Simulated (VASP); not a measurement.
# Ga in VASP: further runs

The runs below take Ga through single point, with r2SCAN, PBE, PBEsol.

All numbers are computed with VASP 6.6.1; they aren't measurements. Logs are shortened: lines on timing, memory, paths and dates and some standing lists are left out, and cuts for length are marked.

## 1. The cell of the first run

The typed cell holds 2 atoms: a = 2.778 Å, b = 3.282 Å, c = 4.210 Å, α = 90.00°, β = 108.61°, γ = 90.00°.

## 2. Single point, r2SCAN

File POSCAR:

```
Ga
1.0
    2.7784220849      0.0000000000      0.0000000000
    0.0000000000      3.2816087900      0.0000000000
   -1.3434310986      0.0000000000      3.9902731763
Ga
2
Direct
    0.1313560000      0.7476030000      0.7672330000
    0.8576800000      0.2572700000      0.2275200000
```

File INCAR.step1:

```
SYSTEM = Ga
PREC = Accurate
ENCUT = 520
ISMEAR = -1
SIGMA = 0.1
LREAL = .False.
LASPH = .True.
NELM = 80
NBANDS = 20
GGA = PE
ALGO = Normal
EDIFF = 1E-4
LWAVE = .True.
LCHARG = .False.
```

File INCAR.step2:

```
SYSTEM = Ga
PREC = Accurate
ENCUT = 520
EDIFF = 1E-6
ISMEAR = -1
SIGMA = 0.1
LREAL = .False.
LASPH = .True.
NELM = 80
ALGO = Normal
ISIF = 2
LWAVE = .False.
LCHARG = .False.
METAGGA = R2SCAN
LMIXTAU = .True.
NBANDS = 20
ISTART = 1
```

File KPOINTS:

```
regular mesh
0
Gamma
  7 6 5
  0 0 0
```

Potentials or basis: VASP PAW PBE potentials, release 64 (Ga_d).

Command:

```console
$ cat potpaw_PBE.64/Ga_d/POTCAR > POTCAR
$ cp INCAR.step1 INCAR
$ mpirun -np 1 vasp_std > vasp.out
$ cp INCAR.step2 INCAR
$ mpirun -np 1 vasp_std > vasp.out
```

OUTCAR:

```text
SYSTEM = Ga
   PREC = Accurate
   ENCUT = 520
   EDIFF = 1E-6
   ISMEAR = -1
   LREAL = .False.
   LASPH = .True.
   NELM = 80
   ISIF = 2
   METAGGA = R2SCAN
   ISTART = 1

 ion  position               nearest neighbor table
   1  0.131  0.748  0.767-   2 2.69   2 2.73   2 2.80   2 2.81   2 2.84   2 2.85
   2  0.858  0.257  0.228-   1 2.69   1 2.73   1 2.80   1 2.81   1 2.84   1 2.85

  LATTYP: Found a simple monoclinic cell.
 ALAT       =     2.7784220849
 B/A-ratio  =     1.1811052064
 C/A-ratio  =     1.5153762184
 COS(beta)  =    -0.3190778872

  Lattice vectors:

 A1 = (   2.7784220849,   0.0000000000,   0.0000000000)
 A2 = (   0.0000000000,   3.2816087900,   0.0000000000)
 A3 = (  -1.3434310986,   0.0000000000,   3.9902731763)

Analysis of symmetry for initial positions (statically):
=====================================================================
 Subroutine PRICEL returns:
 Original cell was already a primitive cell.

 Routine SETGRP: Setting up the symmetry group for a
 simple monoclinic supercell.

 Subroutine GETGRP returns: Found  2 space group operations
 (whereof  1 operations were pure point group operations)
 out of a pool of  4 trial point group operations.

The static configuration has the point symmetry C_1 .
 The point group associated with its full space group is S_2 .

Analysis of symmetry for dynamics (positions and initial velocities):
=====================================================================
 Subroutine PRICEL returns:
 Original cell was already a primitive cell.

 Routine SETGRP: Setting up the symmetry group for a
 simple monoclinic supercell.

 Subroutine GETGRP returns: Found  2 space group operations
 (whereof  1 operations were pure point group operations)
 out of a pool of  4 trial point group operations.

The dynamic configuration has the point symmetry C_1 .
 The point group associated with its full space group is S_2 .

 Subroutine INISYM returns: Found  2 space group operations
 (whereof  1 operations are pure point group operations),
 and found     1 'primitive' translations

----------------------------------------------------------------------------------------

                                     Primitive cell

  volume of cell :      36.3821

  direct lattice vectors                    reciprocal lattice vectors
     2.778422085  0.000000000  0.000000000     0.359916517  0.000000000  0.121175424
     0.000000000  3.281608790  0.000000000     0.000000000  0.304728584  0.000000000
    -1.343431099  0.000000000  3.990273176     0.000000000  0.000000000  0.250609408

  length of vectors
     2.778422085  3.281608790  4.210354752     0.379767538  0.304728584  0.250609408

  position of ions in fractional coordinates (direct lattice)
     0.131356000  0.747603000  0.767233000
     0.857680000  0.257270000  0.227520000

  ion indices of the primitive-cell ions
   primitive index   ion index
                 1           1
                 2           2

----------------------------------------------------------------------------------------

 KPOINTS: regular mesh

Automatic generation of k-mesh.
 Grid dimensions read from file:
 generate k-points for:    7    6    5

 Generating k-lattice:

  Cartesian coordinates                     Fractional coordinates (reciprocal lattice)
     0.051416645  0.000000000  0.017310775     0.142857143  0.000000000  0.000000000
     0.000000000  0.050788097  0.000000000     0.000000000  0.166666667  0.000000000
     0.000000000  0.000000000  0.050121882     0.000000000  0.000000000  0.200000000

  Length of vectors
     0.054252505  0.050788097  0.050121882

  Shift w.r.t. Gamma in fractional coordinates (k-lattice)
     0.000000000  0.000000000  0.000000000

 Subroutine IBZKPT returns following result:
 ===========================================

 Found    106 irreducible k-points:

 Following reciprocal coordinates:
            Coordinates               Weight
  0.000000  0.000000  0.000000      1.000000
  0.142857  0.000000 -0.000000      2.000000
  0.285714  0.000000 -0.000000      2.000000
  0.428571  0.000000 -0.000000      2.000000
  0.000000  0.166667  0.000000      2.000000
  0.142857  0.166667 -0.000000      2.000000
[... 16 lines left out ...]
  0.000000  0.000000  0.200000      2.000000
  0.142857  0.000000  0.200000      2.000000
 [... further k-points ...]
   k-points           NKPTS =    106   k-points in BZ     NKDIM =    106   number of bands    NBANDS=     20
   number of dos      NEDOS =    301   number of ions     NIONS =      2
   total plane-waves  NPLWV =  18432
   dimension x,y,z NGX =    24 NGY =   24 NGZ =   32
   dimension x,y,z NGXF=    48 NGYF=   48 NGZF=   64
   ions per type =               2
   NGX,Y,Z   is equivalent  to a cutoff of  14.36, 12.16, 12.64 a.u.
   NGXF,Y,Z  is equivalent  to a cutoff of  28.72, 24.32, 25.27 a.u.
 SYSTEM =  Ga
   PREC   = accura    normal or accurate (medium, high low for compatibility)
   ISTART =      1    job   : 0-new  1-cont  2-samecut
   ICHARG =      0    charge: 1-file 2-atom 10-const
   ISPIN  =      1    spin polarized calculation?
   LNONCOLLINEAR =      F non collinear calculations
   LSORBIT =      F    spin-orbit coupling
   LASPH  =      T    aspherical Exc in radial PAW
   ENCUT  =  520.0 eV  38.22 Ry    6.18 a.u.   5.17  6.10  7.83*2*pi/ulx,y,z
   NELM   =     80;   NELMIN=  2; NELMDL=  0     # of ELM steps
   EDIFF  = 0.1E-05   stopping-criterion for ELM
   LREAL  =      F    real-space projection
   EDIFFG = 0.1E-04   stopping-criterion for IOM
   NSW    =      0    number of steps for IOM
   IBRION =     -1    ionic relax: 0-MD 1-quasi-New 2-CG
   NFREE  =      0    steps in history (QN), initial steepest desc. (CG)
   ISIF   =      2    stress and relaxation
   ISYM   =      2    0-nonsym 1-usesym 2-fastsym
   POTIM  = 0.5000    time-step for ionic-motion
   TEBEG  =    0.0;   TEEND  =   0.0 temperature during run
   PSTRESS=    0.0 pullay stress
   NELECT =      26.0000    total number of electrons
   NUPDOWN=      -1.0000    fix difference up-down
   EMIN   =  10.00;   EMAX   =-10.00  energy-range for DOS
   EFERMI =   0.00;   METHOD = LEGACY
   ISMEAR =    -1;   SIGMA  =   0.10  broadening in eV -4-tet -1-fermi 0-gaus
   EFERMI_NEDOS =   21; number of points for ismear=-14 and -15
   IALGO  =     38    algorithm
   IMIX   =      4    mixing-type and parameters
     AMIX     =   0.40;   BMIX     =  1.00
     AMIX_MAG =   1.60;   BMIX_MAG =  1.00
  volume/ion in A,a.u.               =      18.19       122.76
  Fermi-wavevector in a.u.,A,eV,Ry     =   1.463648  2.765894 29.147302  2.142266
  Thomas-Fermi vector in A             =   2.579718
   LORBIT       =      0    0 simple, 1 ext, 2 COOP (PROOUT), +10 PAW based schemes
   METAGGA = R2SCAN    functional components
   LHFCALC =     F    Hartree Fock is set to
   AEXX    =    0.0000 exact exchange contribution
   IVDW    =     0    specifies the selected vdW correction
   LEPSILON=     F    determine dielectric tensor
   LRPA    =     F    only Hartree local field effects (RPA)
 non-spin polarized calculation
  energy-cutoff  :      520.00
  volume of cell :       36.38
 maximum number of plane-waves:      1000
 NGX is ok and might be reduce to    24
   NGX = 11   NGY = 13   NGZ = 15

 number of electron      26.0000003 magnetization

 Free energy of the ion-electron system (eV)
  ---------------------------------------------------
  ext. energy  EPLUGINS =         0.00000000
  ---------------------------------------------------
  free energy    TOTEN  =       -22.68858589 eV

  energy without entropy =      -22.66051243  energy(sigma->0) =      -22.67454916

 E-fermi :   5.8246     XC(G=0): -12.2574

 val. band max:        5.8206990325   @ k =  -0.1429   0.3333   0.4000
 cond. band min:       5.8585008643   @ k =  -0.1429   0.1667   0.4000
 fundamental gap:      0.0378018318
 Fermi energy:         5.8245723731

 k-point     1 :       0.0000    0.0000    0.0000
  band No.  band energies     occupation
      1      -9.9905      2.00000
      2      -9.9807      2.00000
      3      -9.9176      2.00000
      4      -9.9088      2.00000
      5      -9.6448      2.00000
      6      -9.6296      2.00000
[... 12 lines left out ...]
     19      17.4247      0.00000
     20      19.3506      0.00000

 k-point     2 :       0.1429    0.0000   -0.0000
  band No.  band energies     occupation
      1      -9.9652      2.00000
      2      -9.9578      2.00000
      3      -9.8827      2.00000
      4      -9.8278      2.00000
      5      -9.6764      2.00000
      6      -9.6633      2.00000
[... 12 lines left out ...]
     19      18.0156      0.00000
     20      21.1364      0.00000

 k-point     3 :       0.2857    0.0000   -0.0000
  band No.  band energies     occupation
      1      -9.9338      2.00000
      2      -9.9045      2.00000
      3      -9.8084      2.00000
      4      -9.7758      2.00000
      5      -9.7546      2.00000
      6      -9.6481      2.00000
[... 12 lines left out ...]
     19      18.3754      0.00000
     20      20.9108      0.00000

 k-point     4 :       0.4286    0.0000   -0.0000
  band No.  band energies     occupation
      1      -9.9138      2.00000
      2      -9.9035      2.00000
      3      -9.8300      2.00000
      4      -9.8072      2.00000
      5      -9.7839      2.00000
      6      -9.6595      2.00000
[... 12 lines left out ...]
     19      16.6000      0.00000
     20      19.0758      0.00000

 k-point     5 :       0.0000    0.1667    0.0000
  band No.  band energies     occupation
      1     -10.0058      2.00000
      2      -9.9397      2.00000
      3      -9.9118      2.00000
      4      -9.8686      2.00000
      5      -9.6819      2.00000
      6      -9.6737      2.00000
[... 12 lines left out ...]
     19      16.9578      0.00000
     20      19.2570      0.00000
[... 353 lines left out ...]
      6      -9.6616      2.00000
[... 12 lines left out ...]
     19      14.8429      0.00000
     20      14.9564      0.00000

 k-point    22 :       0.4286    0.5000   -0.0000
  band No.  band energies     occupation
      1      -9.9448      2.00000
      2      -9.9437      2.00000
      3      -9.8852      2.00000
      4      -9.8842      2.00000
      5      -9.6431      2.00000
      6      -9.6411      2.00000
[... 12 lines left out ...]
     19      16.6996      0.00000
     20      16.8213      0.00000

 k-point    23 :       0.0000    0.0000    0.2000
  band No.  band energies     occupation
      1     -10.0100      2.00000
      2      -9.9388      2.00000
      3      -9.9186      2.00000
      4      -9.8420      2.00000
      5      -9.6800      2.00000
      6      -9.6568      2.00000
[... 12 lines left out ...]
     19      17.8668      0.00000
     20      18.5361      0.00000

 k-point    24 :       0.1429    0.0000    0.2000
  band No.  band energies     occupation
      1      -9.9635      2.00000
      2      -9.8992      2.00000
      3      -9.8775      2.00000
      4      -9.7580      2.00000
      5      -9.7221      2.00000
      6      -9.7029      2.00000
[... 12 lines left out ...]
     19      16.6403      0.00000
     20      22.0880      0.00000

 [... further k-points ...]
[... 5 lines left out ...]
  --------------------------------------------------------------------------------------
  -------------------------------------------------------------------------------------
  Total        0.0647178      0.3433683     -0.4033569      0.0022808     -0.0024512     -0.1474820
  in kB        2.8500136     15.1210916    -17.7628400      0.1004396     -0.1079460     -6.4947447
  external PRESSURE =       0.0694218 kB  Pullay stress =       0.0000000 kB

 VOLUME and BASIS-vectors are now :
 -----------------------------------------------------------------------------
  energy-cutoff  :      520.00
  volume of cell :       36.38
      direct lattice vectors                 reciprocal lattice vectors
     2.778422085  0.000000000  0.000000000     0.359916517  0.000000000  0.121175424
     0.000000000  3.281608790  0.000000000     0.000000000  0.304728584  0.000000000
    -1.343431099  0.000000000  3.990273176     0.000000000  0.000000000  0.250609408

 POSITION                                       TOTAL-FORCE (eV/Angst)
 -----------------------------------------------------------------------------------
     -0.66576      2.45334      3.06147        -0.003430      0.046315     -0.100800
      2.07734      0.84426      0.90787         0.003430     -0.046315      0.100800
 -----------------------------------------------------------------------------------
    total drift:                                0.000139     -0.000319      0.000299

  FREE ENERGIE OF THE ION-ELECTRON SYSTEM (eV)
  ---------------------------------------------------
  free  energy   TOTEN  =       -22.6885858855 eV

  energy  without entropy=      -22.6605124345  energy(sigma->0) =      -22.67454916
```

Run time: 60 s. Hardware: 1 thread of Intel Xeon 6975P-C (Granite Rapids), shared host; peak memory 0.19 GiB.

Results:

| Quantity | Value |
| --- | --- |
| Free energy | -22.6886 eV |
| Pressure | 0.0 GPa |
| Largest force | 0.111 eV/Å |
| Band gap on the k mesh | zero (band 13 reaches 9.42 eV, above the bottom of band 14 at 1.71 eV) |

Forces in eV/Å, atoms in the order of the input:
```
Ga  -0.003  0.046 -0.101
Ga   0.003 -0.046  0.101
```

Caveat: the PAW data sets were made with another functional, which shifts forces and pressure a little.

## 3. Single point, PBE

File INCAR:

```
PREC = Accurate ; ENCUT = 520
EDIFF = 1E-6 ; ISMEAR = -1
SIGMA = 0.05 ; LREAL = F
LASPH = T ; NELM = 100
ALGO = Normal ; ISIF = 2
LWAVE = F ; LCHARG = T
GGA = PE ; LELF = T
LVHAR = T ; NBANDS = 20
```

File KPOINTS:

```
Automatic mesh
0
Gamma
  10 8 7
```

File POSCAR:

```
Ga
1.0
    2.7784220849      0.0000000000      0.0000000000
    0.0000000000      3.2816087900      0.0000000000
   -1.3434310986      0.0000000000      3.9902731763
Ga
2
Direct
    0.1345962700      0.7500000000      0.7701668300
    0.8654037300      0.2500000000      0.2298331700
```

Potentials or basis: VASP PAW PBE potentials, release 64 (Ga_d).

Command:

```console
$ cat potpaw_PBE.64/Ga_d/POTCAR > POTCAR
$ mpirun -np 1 vasp_std > vasp.out
```

Run time: 98 s. Hardware: 1 thread of AMD EPYC 7R43 (Zen 3), shared host; peak memory 0.19 GiB.

Results (log left out):

```yaml
Free_energy: -5.7754 eV
Pressure: 3.1 GPa
Largest_force: 0.087 eV/Å
Band_gap_on_the_k_mesh: zero (band 13 reaches 10.04 eV, above the bottom of band 14 at 1.71 eV)
```

Forces in eV/Å, atoms in the order of the input:
```
Ga  -0.006  0.000 -0.086
Ga   0.006  0.000  0.086
```

Stress tensor (GPa, compression positive):
```
 3.74  0.00 -0.41
 0.00  1.83  0.00
-0.41  0.00  3.59
```

Levels at points of the mesh, in eV from the Fermi level:
| k point | band 11 | band 12 | band 13 | band 14 | band 15 | band 16 |
| --- | --- | --- | --- | --- | --- | --- |
| (0.00, 0.00, 0.00) | -11.40 | -2.07 | -1.45 | 1.83 | 5.61 | 9.19 |
| (0.50, 0.00, 0.00) | -6.26 | -5.28 | -1.39 | 0.22 | 6.19 | 6.60 |
| (0.00, 0.50, 0.00) | -7.82 | -7.82 | 1.74 | 1.74 | 2.69 | 2.69 |
| (0.50, 0.50, 0.00) | -2.91 | -2.91 | -1.72 | -1.72 | 2.18 | 2.18 |

(Part 1 of 2 ends here.)
